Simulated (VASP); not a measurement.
**Al12NO: single point with PBE**

The system is Al12NO, a slab with vacuum.

```
Al N O
1.0
     5.71430    0.00000    0.00000
     0.00000    5.71430    0.00000
     0.00000    0.00000   22.17502
Al N O
12 1 1
Cartesian
  1.4286 1.4286 4.0000
  1.4286 4.2857 4.0000
  4.2857 1.4286 4.0000
  4.2857 4.2857 4.0000
  0.0000 0.0000 6.0850
  0.0000 2.8572 6.0850
  2.8572 0.0000 6.0850
  2.8572 2.8572 6.0850
  1.4286 1.4286 8.1750
  1.4286 4.2857 8.1750
  4.2857 1.4286 8.1750
  4.2857 4.2857 8.1750
  2.1927 2.8572 11.1750
  3.5217 2.8572 11.1750
```

| Quantity | Value |
| --- | --- |
| Program | VASP 6.6.1 |
| Task | single point |
| Functional | PBE |
| Potentials or basis | VASP PAW PBE potentials, release 64 (Al, N, O) |
| Cutoff | 520 eV |
| k mesh | 5 × 5 × 1 |
| Occupations | gaussian, width 0.1 eV |
| Spin | collinear spin, ferromagnetic start |
| Starting moments | [0.0, 0.0, 0.0, 0.0, 0.0, 0.0, 0.0, 0.0, 0.0, 0.0, 0.0, 0.0, 1.0, 0.0] μB |
| Dipole correction | yes |
| Further INCAR settings | ALGO = Normal; EDIFF = 1e-06; NBANDS = 40 |

- Largest force: 7.330 eV/Å
- Band gap on the k mesh: zero (filled and empty bands overlap)
- Net moment: 1.01 μB per cell
- Site moments: Al -0.00, -0.01 (each value once); N +0.55; O +0.27 μB
- Valence electrons inside the program's atomic spheres: Al 0.76, 0.75 (each value once); N 3.45; O 4.86

Forces in eV/Å, atoms in the order of the input:
```
Al  -0.006  0.006  0.032
Al  -0.006 -0.006  0.032
Al   0.005 -0.001  0.018
Al   0.005  0.001  0.018
Al  -0.005  0.000  0.007
Al   0.022  0.000  0.025
Al   0.008  0.000 -0.017
Al  -0.011  0.000  0.011
Al   0.009  0.012  0.101
Al   0.009 -0.012  0.101
Al   0.014 -0.035  0.014
Al   0.014  0.035  0.014
N    7.275  0.000 -0.332
O   -7.330  0.000 -0.024
```

Levels at points of the mesh, in eV from the Fermi level:
Spin up:
| k point | band 20 | band 21 | band 22 | band 23 | band 24 | band 25 | band 26 | band 27 | band 28 | band 29 |
| --- | --- | --- | --- | --- | --- | --- | --- | --- | --- | --- |
| (0.00, 0.00, 0.00) | -0.85 | -0.74 | -0.70 | -0.35 | -0.08 | -0.04 | 0.03 | 0.04 | 0.05 | 0.22 |
Spin down:
| k point | band 20 | band 21 | band 22 | band 23 | band 24 | band 25 | band 26 | band 27 |
| --- | --- | --- | --- | --- | --- | --- | --- | --- |
| (0.00, 0.00, 0.00) | -0.80 | -0.75 | -0.70 | -0.36 | 0.01 | 0.01 | 0.03 | 0.05 |

It took 15 min on 1 thread of Oxide Virtual Turin-like Processor, on a shared host, peak memory 1 GiB.
